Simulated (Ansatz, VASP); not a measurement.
## Mo3Se: VASP beside Ansatz

Contents of INCAR:

```
SYSTEM = Mo3Se
ALGO = Normal ; EDIFF = 1E-7
EDIFFG = -0.04 ; ENCUT = 500
GGA = PE ; GGA_COMPAT = .FALSE.
IBRION = 2 ; ISIF = 3
ISMEAR = 0 ; LASPH = .TRUE.
LCHARG = .FALSE. ; LREAL = .FALSE.
LWAVE = .FALSE. ; NELM = 120
NELMIN = 4 ; NSW = 90
PREC = Accurate ; SIGMA = 0.1
```

Contents of KPOINTS:

```
k-points
0
G
  4 4 4
  0 0 0
```

File POSCAR:

```
Mo3Se
1.0
    5.2623253985      0.0000000000      0.0000000000
    0.0000000000      5.2623253985      0.0000000000
    0.0000000000      0.0000000000      5.2623253985
Mo Se
6 2
Direct
    0.0000000000      0.5000000000      0.2500000000
    0.0000000000      0.5000000000      0.7500000000
    0.2500000000      0.0000000000      0.5000000000
    0.7500000000      0.0000000000      0.5000000000
    0.5000000000      0.7500000000      0.0000000000
    0.5000000000      0.2500000000      0.0000000000
    0.0000000000      0.0000000000      0.0000000000
    0.5000000000      0.5000000000      0.5000000000
```

Input for Ansatz:

```yaml
crystal:
  lattice:
    - [5.2623253985, 0.0, 0.0]
    - [0.0, 5.2623253985, 0.0]
    - [0.0, 0.0, 5.2623253985]
  atoms:
    - { symbol: Mo, position: [0.0, 0.5, 0.25] }
    - { symbol: Mo, position: [0.0, 0.5, 0.75] }
    - { symbol: Mo, position: [0.25, 0.0, 0.5] }
    - { symbol: Mo, position: [0.75, 0.0, 0.5] }
    - { symbol: Mo, position: [0.5, 0.75, 0.0] }
    - { symbol: Mo, position: [0.5, 0.25, 0.0] }
    - { symbol: Se, position: [0.0, 0.0, 0.0] }
    - { symbol: Se, position: [0.5, 0.5, 0.5] }
basis:
  ecutwfc: 420
kpoints:
  mp_grid: { grid: [4, 4, 4] }
hamiltonian:
  xc: pbe
scf:
  occupations: { method: gaussian, width: 0.1 }
  lower_state_search: "off"
output:
  forces: true
  stress: true
  eigenvalues: true
relax:
  adjacent_minimum: "off"
  f_tol: 0.04
  max_steps: 70
  cell: { stress_tol: 0.4 }
```

Alike in both runs: task relaxation of cell and atoms; functional PBE; k mesh 4 × 4 × 4; occupations gaussian, width 0.1 eV; no spin polarisation.

```csv
,VASP,Ansatz
version,VASP 6.6.1,Ansatz 0.2.0
potentials or method,"VASP PAW PBE potentials, release 64 (Mo_sv, Se), cutoff 500 eV","scalar-relativistic, plane waves, PAW"
valence electrons in the cell,96,116
```

```csv
,VASP,Ansatz,Ansatz less VASP
"gap on the k mesh at the Fermi level, each at its own relaxed structure (eV)",none,none,-
relaxed volume (Å³/atom),15.66,15.61,-0.045
relaxed cell length with the largest relative difference (Å),5.003,4.999,-0.0048
```

A gap of «none» marks a metal or a gap that the smearing closes. VASP's potentials hold 96 valence electrons a cell and Ansatz's 116, so a difference there can come from the potentials and not from the codes.
